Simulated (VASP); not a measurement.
The system is LiNbO3.

```
Li Nb O
1.0
     2.62710    1.51676    4.62530
    -2.62710    1.51676    4.62530
     0.00000   -3.03351    4.62530
Li Nb O
2 2 6
Direct
  0.28750 0.28750 0.28750
  0.78750 0.78750 0.78750
  0.01280 0.01280 0.01280
  0.51280 0.51280 0.51280
  0.14090 0.36260 0.74640
  0.74640 0.14090 0.36260
  0.36260 0.74640 0.14090
  0.24640 0.86260 0.64090
  0.86260 0.64090 0.24640
  0.64090 0.24640 0.86260
```

| Item | Value |
| --- | --- |
| Program | VASP 6.6.1 |
| Task | relaxation of the atoms |
| Functional | LDA |
| Potentials or basis | VASP PAW LDA potentials, release 64 (Li_sv, Nb_sv, O) |
| Cutoff | 520 eV |
| k mesh | 5 × 5 × 5 |
| Occupations | gaussian, width 0.01 eV |
| Spin | no spin polarisation |

At the start: pressure -9.1 GPa; volume 11.06 Å³/atom.

Problem. How do energy, volume and symmetry change on relaxing?

Solution. Over 19 steps the energy falls by 6.1 meV/atom at a fixed cell; space group R3c (No. 161, to 0.1 Å) before and after.

The path:
| step | energy change (eV) | largest force (eV/Å) | pressure (GPa) |
| --- | --- | --- | --- |
| 1 | 0.0000 | 0.3155 | -9.10 |
| 2 | -0.0152 | 0.1940 | -8.88 |
| 3 | -0.0278 | 0.1551 | -8.36 |
| 4 | -0.0329 | 0.1522 | -8.93 |
| 5 | -0.0345 | 0.1484 | -9.47 |
| 6 | -0.0381 | 0.1383 | -9.45 |
| 7 | -0.0472 | 0.1041 | -9.39 |
| 8 | -0.0552 | 0.0776 | -9.20 |
| 9 | -0.0576 | 0.0571 | -8.94 |
| 10 | -0.0599 | 0.0461 | -8.14 |
| 11 | -0.0600 | 0.0401 | -8.28 |
| 12 | -0.0603 | 0.0358 | -8.40 |
| 13 | -0.0604 | 0.0324 | -8.38 |
| 14 | -0.0605 | 0.0149 | -8.22 |
| 15 | -0.0605 | 0.0067 | -8.26 |
| 16 | -0.0605 | 0.0068 | -8.26 |
| 17 | -0.0605 | 0.0056 | -8.27 |
| 18 | -0.0605 | 0.0032 | -8.29 |
| 19 | -0.0605 | 0.0015 | -8.28 |

Final structure:
```cif
data_structure
_symmetry_space_group_name_H-M 'P 1'
_symmetry_Int_Tables_number 1
_cell_length_a 5.5313
_cell_length_b 5.5313
_cell_length_c 5.5313
_cell_angle_alpha 56.712
_cell_angle_beta 56.712
_cell_angle_gamma 56.712
_cell_volume 110.58
loop_
_atom_site_label
_atom_site_type_symbol
_atom_site_fract_x
_atom_site_fract_y
_atom_site_fract_z
_atom_site_occupancy
Li1 Li 0.29910 0.29910 0.29910 1
Li2 Li 0.79910 0.79910 0.79910 1
Nb1 Nb 0.01431 0.01431 0.01431 1
Nb2 Nb 0.51431 0.51431 0.51431 1
O1 O 0.14060 0.35967 0.73653 1
O2 O 0.73653 0.14060 0.35967 1
O3 O 0.35967 0.73653 0.14060 1
O4 O 0.23653 0.85967 0.64060 1
O5 O 0.85967 0.64060 0.23653 1
O6 O 0.64060 0.23653 0.85967 1
```

Caveat: the cutoff is under 1.25 times the usual one of these potentials, so pressure, stress and relaxed cells hold a basis-set (Pulay) error.
